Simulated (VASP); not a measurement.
Wanted: the native input for a VASP 6.6.1 run.

```
Task                   : single point
Functional             : PBE
Potentials or basis    : VASP PAW PBE potentials, release 64 (Cd)
Cutoff                 : 520 eV
k mesh                 : 18 × 18 × 10
Occupations            : fermi-dirac, width 0.1 eV
Spin                   : no spin polarisation
Dipole correction      : no
Further INCAR settings : ALGO = Normal; EDIFF = 1e-06; NBANDS = 19
```

The structure of Cd lies in POSCAR:

```
Cd
1.0
    2.3942522634      0.0000000000      0.0000000000
   -1.1971261317      2.0734832832      0.0000000000
    0.0000000000      0.0000000000      3.8510957440
Cd
2
Direct
    0.3333333333      0.6666666667      0.2500000000
    0.6666666667      0.3333333333      0.7500000000
```

These files were run (other wordings do the same):

INCAR

```
PREC     = Accurate       # precision mode
ENCUT    = 520            # plane-wave cutoff, eV
EDIFF    = 1E-6           # SCF threshold, eV
ISMEAR   = -1             # smearing method
SIGMA    = 0.1            # smearing width, eV
LREAL    = False          # projectors in reciprocal space
LASPH    = True           # aspherical terms in the spheres
NELM     = 80             # most SCF steps
ALGO     = Normal         # electronic algorithm
ISIF     = 2              # what is computed and relaxed
LWAVE    = False          # write WAVECAR
LCHARG   = False          # write CHGCAR
GGA      = PE             # functional
NBANDS   = 19             # bands
```

KPOINTS

```
Automatic mesh
0
Gamma
  18 18 10
```

Potentials or basis: VASP PAW PBE potentials, release 64 (Cd).

Launch:

```sh
$ cat potpaw_PBE.64/Cd/POTCAR > POTCAR
$ mpirun -np 1 vasp_std > vasp.out
```

Results of the run:

```
Pressure               : 440.8 GPa
Band gap on the k mesh : zero (bands 12 and 13 overlap by 3.43 eV)
```

Caveat: the cell stands under pressure.

Run time: 28 s on 1 thread of AMD EPYC 9R45 96-Core Processor (Zen 5), on a shared host, peak memory 0.15 GiB.
